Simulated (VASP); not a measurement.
# CdF2 (Fm-3m) in VASP: notebook

Aim: see how the results for CdF2 move with the level of theory and the settings. Levels: PBE, PBE+D3(BJ), PBE+D4. Tasks: single point.

All numbers are computed with VASP 6.6.1; they aren't measurements. Logs are shortened: lines on timing, memory, paths and dates and some standing lists are left out, and cuts for length are marked.

### 1 The cell of the first run

The structure is cubic, space group Fm-3m (No. 225). The conventional cell has a = 5.388 Å, b = 5.388 Å, c = 5.388 Å, α = 90.00°, β = 90.00°, γ = 90.00°. Cd (site symmetry m-3m) has 8 F at 2.33 Å within 3.1 Å. Within 3.1 Å of F (site symmetry -43m) lie 4 Cd at 2.33 Å and 6 F at 2.69 Å.

### 2 Single point, PBE

Contents of INCAR:

```
PREC = Accurate
ENCUT = 520
EDIFF = 1E-6
ISMEAR = 0
SIGMA = 0.020999999999999998
LREAL = F
LASPH = T
NELM = 80
ALGO = Normal
ISIF = 2
LWAVE = F
LCHARG = F
GGA = PE
NBANDS = 20
```

Contents of KPOINTS:

```
regular mesh
0
Gamma
  9 9 9
```

Contents of POSCAR:

```
CdF2
1.0
    0.0000000000      2.6940000000      2.6940000000
    2.6940000000      0.0000000000      2.6940000000
    2.6940000000      2.6940000000      0.0000000000
Cd F
1 2
Direct
    0.0000000000      0.0000000000      0.0000000000
    0.7500000000      0.7500000000      0.7500000000
    0.2500000000      0.2500000000      0.2500000000
```

Potentials or basis: VASP PAW PBE potentials, release 64 (Cd, F).

The run is started by

```console
> cat potpaw_PBE.64/Cd/POTCAR potpaw_PBE.64/F/POTCAR > POTCAR
> mpirun -np 1 vasp_std > vasp.out
```

OUTCAR:

```text
PREC = Accurate
   ENCUT = 520
   EDIFF = 1E-6
   ISMEAR = 0
   LREAL = F
   LASPH = T
   NELM = 80
   ISIF = 2
   GGA = PE

 ion  position               nearest neighbor table
   1  0.000  0.000  0.000-   2 2.33   2 2.33   2 2.33   2 2.33   3 2.33   3 2.33   3 2.33   3 2.33

   2  0.750  0.750  0.750-   1 2.33   1 2.33   1 2.33   1 2.33
   3  0.250  0.250  0.250-   1 2.33   1 2.33   1 2.33   1 2.33

  LATTYP: Found a face centered cubic cell.
 ALAT       =     5.3880000000

  Lattice vectors:

 A1 = (   0.0000000000,   2.6940000000,   2.6940000000)
 A2 = (   2.6940000000,   0.0000000000,   2.6940000000)
 A3 = (   2.6940000000,   2.6940000000,   0.0000000000)

Analysis of symmetry for initial positions (statically):
=====================================================================
 Subroutine PRICEL returns:
 Original cell was already a primitive cell.

 Routine SETGRP: Setting up the symmetry group for a
 face centered cubic supercell.

 Subroutine GETGRP returns: Found 48 space group operations
[... 9 lines left out ...]

 Routine SETGRP: Setting up the symmetry group for a
 face centered cubic supercell.

 Subroutine GETGRP returns: Found 48 space group operations
[... 11 lines left out ...]
                                     Primitive cell

  volume of cell :      39.1041

  direct lattice vectors                    reciprocal lattice vectors
     0.000000000  2.694000000  2.694000000    -0.185597624  0.185597624  0.185597624
     2.694000000  0.000000000  2.694000000     0.185597624 -0.185597624  0.185597624
     2.694000000  2.694000000  0.000000000     0.185597624  0.185597624 -0.185597624

  length of vectors
     3.809891337  3.809891337  3.809891337     0.321464515  0.321464515  0.321464515

  position of ions in fractional coordinates (direct lattice)
     0.000000000  0.000000000  0.000000000
     0.750000000  0.750000000  0.750000000
     0.250000000  0.250000000  0.250000000

  ion indices of the primitive-cell ions
   primitive index   ion index
                 1           1
                 2           2
                 3           3

----------------------------------------------------------------------------------------

 KPOINTS: regular mesh

Automatic generation of k-mesh.
 Grid dimensions read from file:
 generate k-points for:    9    9    9

 Generating k-lattice:

  Cartesian coordinates                     Fractional coordinates (reciprocal lattice)
    -0.020621958  0.020621958  0.020621958     0.111111111  0.000000000  0.000000000
     0.020621958 -0.020621958  0.020621958     0.000000000  0.111111111  0.000000000
     0.020621958  0.020621958 -0.020621958     0.000000000  0.000000000  0.111111111

  Length of vectors
     0.035718279  0.035718279  0.035718279

  Shift w.r.t. Gamma in fractional coordinates (k-lattice)
     0.000000000  0.000000000  0.000000000

 Subroutine IBZKPT returns following result:
 ===========================================

 Found     35 irreducible k-points:

 Following reciprocal coordinates:
            Coordinates               Weight
  0.000000  0.000000  0.000000      1.000000
  0.111111  0.000000  0.000000      8.000000
  0.222222  0.000000  0.000000      8.000000
  0.333333  0.000000  0.000000      8.000000
  0.444444  0.000000  0.000000      8.000000
  0.111111  0.111111  0.000000      6.000000
[... 16 lines left out ...]
 -0.333333  0.333333  0.000000     12.000000
  0.444444  0.444444  0.000000      6.000000
 [... further k-points ...]
   k-points           NKPTS =     35   k-points in BZ     NKDIM =     35   number of bands    NBANDS=     20
   number of dos      NEDOS =    301   number of ions     NIONS =      3
   total plane-waves  NPLWV =  21952
   dimension x,y,z NGX =    28 NGY =   28 NGZ =   28
   dimension x,y,z NGXF=    56 NGYF=   56 NGZF=   56
   ions per type =               1   2
   NGX,Y,Z   is equivalent  to a cutoff of  12.22, 12.22, 12.22 a.u.
   NGXF,Y,Z  is equivalent  to a cutoff of  24.44, 24.44, 24.44 a.u.
 SYSTEM =  unknown system
   PREC   = accura    normal or accurate (medium, high low for compatibility)
   ISTART =      0    job   : 0-new  1-cont  2-samecut
   ICHARG =      2    charge: 1-file 2-atom 10-const
   ISPIN  =      1    spin polarized calculation?
   LNONCOLLINEAR =      F non collinear calculations
   LSORBIT =      F    spin-orbit coupling
   LASPH  =      T    aspherical Exc in radial PAW
   ENCUT  =  520.0 eV  38.22 Ry    6.18 a.u.   7.08  7.08  7.08*2*pi/ulx,y,z
   NELM   =     80;   NELMIN=  2; NELMDL= -5     # of ELM steps
   EDIFF  = 0.1E-05   stopping-criterion for ELM
   LREAL  =      F    real-space projection
   EDIFFG = 0.1E-04   stopping-criterion for IOM
   NSW    =      0    number of steps for IOM
   IBRION =     -1    ionic relax: 0-MD 1-quasi-New 2-CG
   NFREE  =      0    steps in history (QN), initial steepest desc. (CG)
   ISIF   =      2    stress and relaxation
   ISYM   =      2    0-nonsym 1-usesym 2-fastsym
   POTIM  = 0.5000    time-step for ionic-motion
   TEBEG  =    0.0;   TEEND  =   0.0 temperature during run
   PSTRESS=    0.0 pullay stress
   NELECT =      26.0000    total number of electrons
   NUPDOWN=      -1.0000    fix difference up-down
   EMIN   =  10.00;   EMAX   =-10.00  energy-range for DOS
   EFERMI =   0.00;   METHOD = LEGACY
   ISMEAR =     0;   SIGMA  =   0.02  broadening in eV -4-tet -1-fermi 0-gaus
   EFERMI_NEDOS =   21; number of points for ismear=-14 and -15
   IALGO  =     38    algorithm
   IMIX   =      4    mixing-type and parameters
     AMIX     =   0.40;   BMIX     =  1.00
     AMIX_MAG =   1.60;   BMIX_MAG =  1.00
  volume/ion in A,a.u.               =      13.03        87.96
  Fermi-wavevector in a.u.,A,eV,Ry     =   1.428867  2.700166 27.778468  2.041660
  Thomas-Fermi vector in A             =   2.548882
   LORBIT       =      0    0 simple, 1 ext, 2 COOP (PROOUT), +10 PAW based schemes
   GGA     = PE    functional components
   LHFCALC =     F    Hartree Fock is set to
   AEXX    =    0.0000 exact exchange contribution
   IVDW    =     0    specifies the selected vdW correction
   LEPSILON=     F    determine dielectric tensor
   LRPA    =     F    only Hartree local field effects (RPA)
 non-spin polarized calculation
 Gauss-broadening in eV      SIGMA  =   0.02
  energy-cutoff  :      520.00
  volume of cell :       39.10
 maximum number of plane-waves:      1067
   NGX = 15   NGY = 15   NGZ = 15

 number of electron      25.9999990 magnetization

 Free energy of the ion-electron system (eV)
  ---------------------------------------------------
  ext. energy  EPLUGINS =         0.00000000
  ---------------------------------------------------
  free energy    TOTEN  =       -10.85931704 eV

  energy without entropy =      -10.85931704  energy(sigma->0) =      -10.85931704

 E-fermi :  -1.2465     XC(G=0): -10.4121

 val. band max:       -1.3402559582   @ k =  -0.3333   0.4444   0.2222
 cond. band min:       1.7564545244   @ k =   0.0000   0.0000   0.0000
 fundamental gap:      3.0967104826
 Fermi energy:        -1.2464795831

 k-point     1 :       0.0000    0.0000    0.0000
  band No.  band energies     occupation
      1     -22.1168      2.00000
      2     -21.0120      2.00000
      3      -6.9269      2.00000
      4      -6.9269      2.00000
      5      -6.9269      2.00000
      6      -5.7193      2.00000
[... 12 lines left out ...]
     19      18.5864      0.00000
     20      18.5864      0.00000

 k-point     2 :       0.1111    0.0000    0.0000
  band No.  band energies     occupation
      1     -22.0768      2.00000
      2     -21.0464      2.00000
      3      -6.8797      2.00000
      4      -6.8797      2.00000
      5      -6.7952      2.00000
      6      -5.7340      2.00000
[... 12 lines left out ...]
     19      18.2583      0.00000
     20      18.2583      0.00000

 k-point     3 :       0.2222    0.0000    0.0000
  band No.  band energies     occupation
      1     -21.9680      2.00000
      2     -21.1437      2.00000
      3      -6.7640      2.00000
      4      -6.7640      2.00000
      5      -6.4327      2.00000
      6      -5.7528      2.00000
[... 12 lines left out ...]
     19      17.6597      0.00000
     20      18.2219      0.00000

 k-point     4 :       0.3333    0.0000    0.0000
  band No.  band energies     occupation
      1     -21.8118      2.00000
      2     -21.2844      2.00000
      3      -6.6494      2.00000
      4      -6.6494      2.00000
      5      -5.9401      2.00000
      6      -5.7245      2.00000
[... 12 lines left out ...]
     19      17.1721      0.00000
     20      18.0078      0.00000

 k-point     5 :       0.4444    0.0000    0.0000
  band No.  band energies     occupation
      1     -21.6386      2.00000
      2     -21.4451      2.00000
      3      -6.5932      2.00000
      4      -6.5932      2.00000
      5      -5.6609      2.00000
      6      -5.6609      2.00000
[... 12 lines left out ...]
     19      16.9092      0.00000
     20      17.5234      0.00000

 k-point     6 :       0.1111    0.1111    0.0000
  band No.  band energies     occupation
      1     -22.0648      2.00000
      2     -21.0567      2.00000
      3      -6.8580      2.00000
      4      -6.8580      2.00000
      5      -6.7602      2.00000
      6      -5.7820      2.00000
[... 12 lines left out ...]
     19      18.1520      0.00000
     20      18.7050      0.00000

 k-point     7 :       0.2222    0.1111    0.0000
  band No.  band energies     occupation
      1     -21.9811      2.00000
      2     -21.1302      2.00000
      3      -6.7556      2.00000
      4      -6.7553      2.00000
      5      -6.4852      2.00000
      6      -5.8509      2.00000
[... 12 lines left out ...]
     19      18.5021      0.00000
     20      19.1569      0.00000
[... 277 lines left out ...]
 k-point    20 :       0.3333    0.3333    0.0000
  band No.  band energies     occupation
      1     -21.7711      2.00000
      2     -21.2946      2.00000
      3      -6.3687      2.00000
      4      -6.3387      2.00000
      5      -6.3387      2.00000
      6      -5.8228      2.00000
[... 12 lines left out ...]
     19      19.0391      0.00000
     20      19.5717      0.00000

 k-point    21 :       0.4444    0.3333    0.0000
  band No.  band energies     occupation
      1     -21.6900      2.00000
      2     -21.3602      2.00000
      3      -6.5156      2.00000
      4      -6.1936      2.00000
      5      -6.1277      2.00000
      6      -5.6296      2.00000
[... 12 lines left out ...]
     19      18.9031      0.00000
     20      19.6504      0.00000

 k-point    22 :      -0.4444    0.3333    0.0000
  band No.  band energies     occupation
      1     -21.6015      2.00000
      2     -21.4414      2.00000
      3      -6.5146      2.00000
      4      -6.1311      2.00000
      5      -5.9044      2.00000
      6      -5.7167      2.00000
[... 12 lines left out ...]
     19      19.3265      0.00000
     20      19.5170      0.00000

 k-point    23 :      -0.3333    0.3333    0.0000
  band No.  band energies     occupation
      1     -21.5347      2.00000
      2     -21.5149      2.00000
      3      -6.4659      2.00000
      4      -6.1837      2.00000
      5      -5.8431      2.00000
      6      -5.7197      2.00000
[... 12 lines left out ...]
     19      18.1552      0.00000
     20      20.4498      0.00000

 k-point    24 :       0.4444    0.4444    0.0000
  band No.  band energies     occupation
      1     -21.6636      2.00000
      2     -21.3739      2.00000
      3      -6.6701      2.00000
      4      -6.0267      2.00000
      5      -6.0267      2.00000
      6      -5.6071      2.00000
[... 12 lines left out ...]
     19      18.2491      0.00000
     20      20.0472      0.00000

 [... further k-points ...]
[... 5 lines left out ...]
  --------------------------------------------------------------------------------------
  -------------------------------------------------------------------------------------
  Total        1.5142990      1.5142990      1.5142990     -0.0000000      0.0000000      0.0000000
  in kB       62.0439499     62.0439499     62.0439499     -0.0000000      0.0000000      0.0000000
  external PRESSURE =      62.0439499 kB  Pullay stress =       0.0000000 kB

 VOLUME and BASIS-vectors are now :
 -----------------------------------------------------------------------------
  energy-cutoff  :      520.00
  volume of cell :       39.10
      direct lattice vectors                 reciprocal lattice vectors
     0.000000000  2.694000000  2.694000000    -0.185597624  0.185597624  0.185597624
     2.694000000  0.000000000  2.694000000     0.185597624 -0.185597624  0.185597624
     2.694000000  2.694000000  0.000000000     0.185597624  0.185597624 -0.185597624

 POSITION                                       TOTAL-FORCE (eV/Angst)
 -----------------------------------------------------------------------------------
      0.00000      0.00000      0.00000        -0.000000     -0.000000     -0.000000
      4.04100      4.04100      4.04100         0.000000      0.000000      0.000000
      1.34700      1.34700      1.34700        -0.000000      0.000000     -0.000000
 -----------------------------------------------------------------------------------
    total drift:                                0.000000      0.000000      0.000000

  FREE ENERGIE OF THE ION-ELECTRON SYSTEM (eV)
  ---------------------------------------------------
  free  energy   TOTEN  =       -10.8593170430 eV

  energy  without entropy=      -10.8593170430  energy(sigma->0) =      -10.85931704
```

It took 12 s on 1 thread of Intel Xeon 6975P-C (Granite Rapids), shared host; peak memory 0.16 GiB.

What came out:

```
Free energy            : -10.8593 eV
Pressure               : 6.2 GPa
Band gap on the k mesh : 3.10 eV, indirect (least direct gap 3.57 eV)
```

A k mesh can miss the band edges. PBE gaps usually lie below the measured ones, often by a third to a half.

### 3 Single point, PBE

Contents of INCAR:

```
PREC = Accurate
ENCUT = 520
EDIFF = 1E-7
ISMEAR = 0
SIGMA = 0.024
LREAL = False
LASPH = True
NELM = 80
ALGO = Normal
ISIF = 2
LWAVE = False
LCHARG = False
GGA = PE
NBANDS = 20
```

Contents of KPOINTS:

```
Automatic mesh
0
Gamma
  9 9 9
```

POSCAR is that of step 2.

Potentials or basis: VASP PAW PBE potentials, release 64 (Cd, F).

The run is started by

```console
> cat potpaw_PBE.64/Cd/POTCAR potpaw_PBE.64/F/POTCAR > POTCAR
> mpirun -np 1 vasp_std > vasp.out
```

It took 12 s on 1 thread of Intel Xeon 6975P-C (Granite Rapids), shared host; peak memory 0.16 GiB.

Results (log left out):

- Free energy: -10.8593 eV
- Pressure: 6.2 GPa
- Band gap on the k mesh: 3.10 eV, indirect (least direct gap 3.57 eV)

Levels at points of the mesh, in eV from the valence-band top:
| k point | band 11 | band 12 | band 13 | band 14 | band 15 | band 16 |
| --- | --- | --- | --- | --- | --- | --- |
| (0.00, 0.00, 0.00) | -0.47 | -0.47 | -0.47 | 3.10 | 12.73 | 12.73 |

A k mesh can miss the band edges. As with any semilocal functional, this PBE gap is likely too small.

### 4 Single point, PBE

Contents of INCAR:

```
SYSTEM = CdF2
  PREC = Accurate
  ENCUT = 520
  EDIFF = 1E-6
  ISMEAR = 0
  SIGMA = 0.028000000000000004
  LREAL = .FALSE.
  LASPH = .TRUE.
  NELM = 80
  ALGO = Normal
  ISIF = 2
  LWAVE = .FALSE.
  LCHARG = .TRUE.
  GGA = PE
  LELF = .TRUE.
  LVHAR = .TRUE.
  NBANDS = 20
```

Contents of KPOINTS:

```
regular mesh
0
G
  9 9 9
  0 0 0
```

POSCAR is that of step 3.

The run is started by

```console
> cat potpaw_PBE.64/Cd/POTCAR potpaw_PBE.64/F/POTCAR > POTCAR
> mpirun -np 1 vasp_std > vasp.out
```

Wall time 13 s (1 thread of Intel Xeon 6975P-C (Granite Rapids), shared host); peak memory 0.17 GiB.

Results (log left out):

```yaml
Free_energy: -10.8593 eV
Pressure: 6.2 GPa
Band_gap_on_the_k_mesh: 3.10 eV, indirect (least direct gap 3.57 eV)
```

Levels at points of the mesh, in eV from the valence-band top:
```tsv
k point	band 9	band 10	band 11	band 12	band 13	band 14	band 15	band 16	band 17	band 18
(0.00, 0.00, 0.00)	-0.94	-0.94	-0.47	-0.47	-0.47	3.10	12.73	12.73	12.73	17.67
```

A k mesh can miss the band edges. Expect the measured gap to be larger: semilocal functionals such as PBE lack the derivative discontinuity.

### 5 Single point, PBE+D3(BJ)

This run uses another cell than the first one, of 13.45 Å³/atom, 1.032 times its volume.

Contents of INCAR:

```
SYSTEM = CdF2
PREC = Accurate
ENCUT = 520
EDIFF = 1E-6
ISMEAR = -1
SIGMA = 0.05
LREAL = .FALSE.
LASPH = .TRUE.
NELM = 60
ALGO = Normal
ISIF = 2
LWAVE = .FALSE.
LCHARG = .TRUE.
GGA = PE
IVDW = 12
LELF = .TRUE.
LVHAR = .TRUE.
NBANDS = 20
```

KPOINTS is that of step 4.

Contents of POSCAR:

```
CdF2
1.0
    0.0000000000      2.7222402138      2.7222402138
    2.7222402138      0.0000000000      2.7222402138
    2.7222402138      2.7222402138      0.0000000000
Cd F
1 2
Direct
    0.0000000000      0.0000000000      0.0000000000
    0.7500000000      0.7500000000      0.7500000000
    0.2500000000      0.2500000000      0.2500000000
```

The run is started by

```console
> cat potpaw_PBE.64/Cd/POTCAR potpaw_PBE.64/F/POTCAR > POTCAR
> mpirun -np 1 vasp_std > vasp.out
```

It took 17 s on 1 thread of Intel Xeon 6975P-C (Granite Rapids), shared host; peak memory 0.18 GiB.

The run converged. Its results:

| Property | Result |
| --- | --- |
| Free energy | -11.3823 eV |
| Pressure | 0.7 GPa |
| Band gap on the k mesh | 2.99 eV, indirect (least direct gap 3.49 eV) |
| Dispersion energy per atom | -0.162 eV |

Levels at points of the mesh, in eV from the valence-band top:
| k point | band 9 | band 10 | band 11 | band 12 | band 13 | band 14 | band 15 | band 16 | band 17 | band 18 |
| --- | --- | --- | --- | --- | --- | --- | --- | --- | --- | --- |
| (0.00, 0.00, 0.00) | -0.87 | -0.87 | -0.51 | -0.51 | -0.51 | 2.99 | 12.58 | 12.58 | 12.58 | 17.38 |

A k mesh can miss the band edges. Expect the measured gap to be larger: semilocal functionals such as PBE lack the derivative discontinuity.

### 6 Single point, PBE+D4

This run uses another cell than the first one, of 13.45 Å³/atom, 1.032 times its volume.

Contents of INCAR:

```
  PREC = Accurate
  ENCUT = 520
  EDIFF = 1E-7
  ISMEAR = -1
  SIGMA = 0.05
  LREAL = False
  LASPH = True
  NELM = 100
  ALGO = Normal
  ISIF = 2
  LWAVE = False
  LCHARG = False
  GGA = PE
  IVDW = 13
  NBANDS = 20
```

Contents of KPOINTS:

```
regular mesh
0
Gamma
  9 9 9
```

Contents of POSCAR:

```
CdF2
1.0
    0.0000000000      2.7224401597      2.7224401597
    2.7224401597      0.0000000000      2.7224401597
    2.7224401597      2.7224401597      0.0000000000
Cd F
1 2
Direct
    0.0000000000      0.0000000000      0.0000000000
    0.7500000000      0.7500000000      0.7500000000
    0.2500000000      0.2500000000      0.2500000000
```

Potentials or basis: VASP PAW PBE potentials, release 64 (Cd, F).

The run is started by

```console
> cat potpaw_PBE.64/Cd/POTCAR potpaw_PBE.64/F/POTCAR > POTCAR
> mpirun -np 1 vasp_std > vasp.out
```

It took 15 s on 1 thread of Intel Xeon 6975P-C (Granite Rapids), shared host; peak memory 0.18 GiB.

Results (log left out):

| Property | Result |
| --- | --- |
| Free energy | -11.4094 eV |
| Pressure | 0.6 GPa |
| Band gap on the k mesh | 2.98 eV, indirect (least direct gap 3.49 eV) |
| Dispersion energy per atom | -0.171 eV |

Levels at points of the mesh, in eV from the valence-band top:
| k point | band 11 | band 12 | band 13 | band 14 | band 15 | band 16 |
| --- | --- | --- | --- | --- | --- | --- |
| (0.00, 0.00, 0.00) | -0.51 | -0.51 | -0.51 | 2.98 | 12.58 | 12.58 |

A k mesh can miss the band edges.

### 7 Overview

| level | cell | smearing | gap on the mesh (eV) | pressure (GPa) |
| --- | --- | --- | --- | --- |
| PBE | a = 3.810 Å, angles 60.0°, 3 atoms | gaussian 0.021 eV | 3.10 | 6.2 |
| PBE | a = 3.810 Å, angles 60.0°, 3 atoms | gaussian 0.024 eV | 3.10 | 6.2 |
| PBE | a = 3.810 Å, angles 60.0°, 3 atoms | gaussian 0.028 eV | 3.10 | 6.2 |
| PBE+D3(BJ) | a = 3.850 Å, angles 60.0°, 3 atoms | fermi-dirac 0.05 eV | 2.99 | 0.7 |
| PBE+D4 | a = 3.850 Å, angles 60.0°, 3 atoms | fermi-dirac 0.05 eV | 2.98 | 0.6 |

Alike in all rows: task single point; potentials or basis VASP PAW PBE potentials, release 64 (Cd, F); no spin polarisation; k mesh 9 × 9 × 9; cutoff (eV) 520.

On the cell as given the gap runs from 3.10 eV (PBE) to 3.10 eV (PBE).

Absolute energies hang on the potentials; compare differences alone.
